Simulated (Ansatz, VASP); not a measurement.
Two plane-wave programs on Sb

```xyz
2
Lattice="3.1224 0.0000 0.0000 0.0000 4.3475 0.0000 -0.0389 0.0000 4.4059" Properties=species:S:1:pos:R:3 pbc="T T T"
Sb    3.0573    3.2606    3.3433
Sb    0.0262    1.0869    1.0625
```

Alike in both runs: task single point; functional PBE; k mesh 12 × 8 × 8; occupations gaussian, width 0.05 eV; no spin polarisation.

|  | VASP | Ansatz |
| --- | --- | --- |
| version | VASP 6.6.1 | Ansatz 0.2.0 |
| potentials or method | VASP PAW PBE potentials, release 64 (Sb), cutoff 520 eV | scalar-relativistic, plane waves, PAW |
| valence electrons in the cell | 10 | 30 |

Ansatz gave:

- gap on the k mesh at the Fermi level (eV): none
- rms of the force components (eV/Å): 0.065

Question: Estimate VASP's values.

Answer: gap on the k mesh at the Fermi level (eV): none; rms of the force components (eV/Å): 0.069.

Atom by atom the forces differ by 0.004 eV/Å (rms over components). A gap of «none» marks a metal or a gap that the smearing closes. With one functional, cell and mesh, what is left measures potentials, basis and numerics. VASP's potentials hold 10 valence electrons a cell and Ansatz's 30, so a difference there can come from the potentials and not from the codes.

Spin-orbit coupling is off throughout.
